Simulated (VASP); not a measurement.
Wanted: the native input for a VASP 6.6.1 run.

```yaml
Task: single point
Functional: PBEsol
Potentials_or_basis: VASP PAW PBE potentials, release 64 (Sc_sv, Al)
Cutoff: 520 eV
k_mesh: 5 × 5 × 5
Occupations: fermi-dirac, width 0.15 eV
Spin: no spin polarisation
Dipole_correction: no
Further_INCAR_settings: ALGO = Normal; EDIFF = 1e-06; NBANDS = 26
```

The structure of ScAl2 lies in POSCAR:

```
ScAl2
1.0
    0.0000000000      3.8273616218      3.8273616218
    3.8273616218      0.0000000000      3.8273616218
    3.8273616218      3.8273616218      0.0000000000
Sc Al
2 4
Direct
    0.5000000000      0.5000000000      0.5000000000
    0.7500000000      0.7500000000      0.7500000000
    0.1250000000      0.1250000000      0.1250000000
    0.6250000000      0.1250000000      0.1250000000
    0.1250000000      0.6250000000      0.1250000000
    0.1250000000      0.1250000000      0.6250000000
```

One way to write it, as run:

INCAR

```
SYSTEM = ScAl2
PREC = Accurate
ENCUT = 520
EDIFF = 1E-6
ISMEAR = -1
SIGMA = 0.15
LREAL = .FALSE.
LASPH = .TRUE.
NELM = 60
ALGO = Normal
ISIF = 2
LWAVE = .FALSE.
LCHARG = .FALSE.
GGA = PS
NBANDS = 26
```

KPOINTS

```
regular mesh
0
G
  5 5 5
  0 0 0
```

Potentials or basis: VASP PAW PBE potentials, release 64 (Sc_sv, Al).

Command:

```sh
$ cat potpaw_PBE.64/Sc_sv/POTCAR potpaw_PBE.64/Al/POTCAR > POTCAR
$ mpirun -np 1 vasp_std > vasp.out
```

Results of the run:

- Pressure: -4.0 GPa
- Band gap on the k mesh: zero (band 17 reaches 6.52 eV, above the bottom of band 18 at 4.50 eV)

Caveat: the PAW data sets were made with another functional, which shifts forces and pressure a little.

Wall time 41 s on 1 thread of AMD EPYC 7R13 Processor (Zen 3) (shared host), peak memory 0.2 GiB.
